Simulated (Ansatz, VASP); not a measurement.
## Two plane-wave programs on MnSb

```
Sb Mn
1.0
     4.14000    0.00000    0.00000
    -2.07000    3.58535    0.00000
     0.00000    0.00000    5.79000
Sb Mn
2 2
Cartesian
  0.0000 2.3902 1.4475
  2.0700 1.1951 4.3425
  0.0000 0.0000 0.0000
  0.0000 0.0000 2.8950
```

Alike in both runs: task single point; functional PBE; k mesh 8 × 8 × 5; occupations fermi-dirac, width 0.05 eV; collinear spin.

|  | VASP | Ansatz |
| --- | --- | --- |
| version | VASP 6.6.1 | Ansatz 0.2.0 |
| potentials or method | VASP PAW PBE potentials, release 64 (Sb, Mn_pv), cutoff 520 eV | PAW, plane waves, scalar-relativistic |
| valence electrons in the cell | 36 | 60 |

|  | VASP | Ansatz | Ansatz less VASP |
| --- | --- | --- | --- |
| pressure (GPa) | -2.9 | -2.8 | +0.04 |
| traceless stress, the component that is largest in VASP (GPa) | -0.99 | -1.00 | -0.005 |
| net moment per atom (μB) | 1.68 | 1.69 | +0.002 |
| size of the moment on the site where the two differ most (μB) | 3.41 | 3.44 | +0.033 |

Site moments also hang on the region over which each program counts them. VASP's potentials hold 36 valence electrons a cell and Ansatz's 60, so a difference there can come from the potentials and not from the codes.

Spin-orbit coupling is off throughout.
